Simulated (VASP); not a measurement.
Wanted: the native input for a VASP 6.6.1 run.

```yaml
Task: single point
Functional: PBE
Potentials_or_basis: VASP PAW PBE potentials, release 64 (Y_sv)
Cutoff: 520 eV
k_mesh: 14 × 14 × 14
Occupations: fermi-dirac, width 0.08 eV
Spin: no spin polarisation
Dipole_correction: no
Further_INCAR_settings: ALGO = Normal; EDIFF = 1e-06; NBANDS = 12
```

The structure of Y lies in POSCAR:

```
Y
1.0
    0.0000000000      2.2279068071      2.2279068071
    2.2279068071      0.0000000000      2.2279068071
    2.2279068071      2.2279068071      0.0000000000
Y
1
Direct
    0.0000000000      0.0000000000      0.0000000000
```

This isn't the form of Y at room conditions, which is hcp.

These files were run (other wordings do the same):

INCAR

```
SYSTEM = Y
ALGO = Normal
EDIFF = 1E-6
ENCUT = 520
GGA = PE
ISIF = 2
ISMEAR = -1
LASPH = .True.
LCHARG = .False.
LREAL = .False.
LWAVE = .False.
NBANDS = 12
NELM = 80
PREC = Accurate
SIGMA = 0.08
```

KPOINTS

```
k-points
0
Gamma
  14 14 14
  0 0 0
```

Potentials or basis: VASP PAW PBE potentials, release 64 (Y_sv).

Command:

```sh
$ cat potpaw_PBE.64/Y_sv/POTCAR > POTCAR
$ mpirun -np 1 vasp_std > vasp.out
```

Results of the run:

| Item | Value |
| --- | --- |
| Pressure | 27.1 GPa |
| Band gap on the k mesh | zero (an odd number of electrons rules out a gap without spin polarisation) |

Caveat: the cell stands under pressure.

Wall time 40 s on 1 thread of Intel Xeon 8259CL, on a shared host, peak memory 0.17 GiB.
